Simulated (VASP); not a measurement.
A run of VASP 6.6.1 is set up as follows.

The input INCAR:

```
SYSTEM = ZrTiN
PREC = Accurate
ENCUT = 520
EDIFF = 1E-6
ISMEAR = 0
SIGMA = 0.1
LREAL = .FALSE.
LASPH = .TRUE.
NELM = 150
ALGO = Normal
ISIF = 2
LWAVE = .FALSE.
LCHARG = .FALSE.
ISPIN = 2
MAGMOM = 0 1 0
LORBIT = 11
LMAXMIX = 4
GGA = PE
NBANDS = 26
```

KPOINTS

```
regular mesh
0
G
  6 6 6
  0 0 0
```

The input POSCAR:

```
ZrTiN
1.0
    3.2595939959      0.0000000000      0.0000000000
    0.0000000000      3.2595230712      0.0000000000
    0.0000000000      0.0000000000      4.0620083737
Zr Ti N
1 1 1
Direct
    0.0000000000      0.0000000000      0.0000000000
    0.5000000000      0.5000000000      0.5000000000
    0.5000000000      0.5000000000      0.0000000000
```

Potentials or basis: VASP PAW PBE potentials, release 64 (Zr_sv, Ti_sv, N).

Launch:

```console
$ cat potpaw_PBE.64/Zr_sv/POTCAR potpaw_PBE.64/Ti_sv/POTCAR potpaw_PBE.64/N/POTCAR > POTCAR
$ mpirun -np 1 vasp_std > vasp.out
```

Question: Estimate the pressure.

Answer: 0.2 GPa.

Question: Estimate the net moment.

Answer: 0.00 μB per cell.

Stress tensor (GPa, compression positive):
```
0.10 0.00 0.00
0.00 0.11 0.00
0.00 0.00 0.27
```
